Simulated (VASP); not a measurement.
A run of VASP 6.6.1 is set up as follows.

INCAR

```
SYSTEM = C
PREC = Accurate
ENCUT = 520
EDIFF = 1E-6
ISMEAR = 0
SIGMA = 0.05
LREAL = .False.
LASPH = .True.
NELM = 60
ALGO = Normal
ISIF = 2
LWAVE = .False.
LCHARG = .True.
GGA = PS
LELF = .True.
LVHAR = .True.
NBANDS = 11
```

The input KPOINTS:

```
Automatic mesh
0
Gamma
  12 12 12
  0 0 0
```

POSCAR

```
C
1.0
    0.0000000000      1.9190569830      1.6347522448
    1.9190569830      0.0000000000      1.6347522448
    1.9190569830      1.9190569830      0.0000000000
C
2
Direct
    0.5000000000      0.5000000000      0.5000000000
    0.7500000000      0.7500000000      0.7500000000
```

Potentials or basis: VASP PAW PBE potentials, release 64 (C).

Command:

```sh
$ cat potpaw_PBE.64/C/POTCAR > POTCAR
$ mpirun -np 1 vasp_std > vasp.out
```

Estimate the pressure.

-26.5 GPa.

Estimate the band gap on the k mesh.

0.25 eV, indirect (least direct gap 3.06 eV).

Stress tensor (GPa, compression positive):
```
-64.77   0.00   0.00
  0.00 -64.77   0.00
  0.00   0.00  50.05
```

Caveat: the cell differs from its parent crystal (strain +0.080 along x and y, -0.080 along z); the PAW data sets were made with another functional, which shifts forces and pressure a little. A k mesh can miss the band edges.
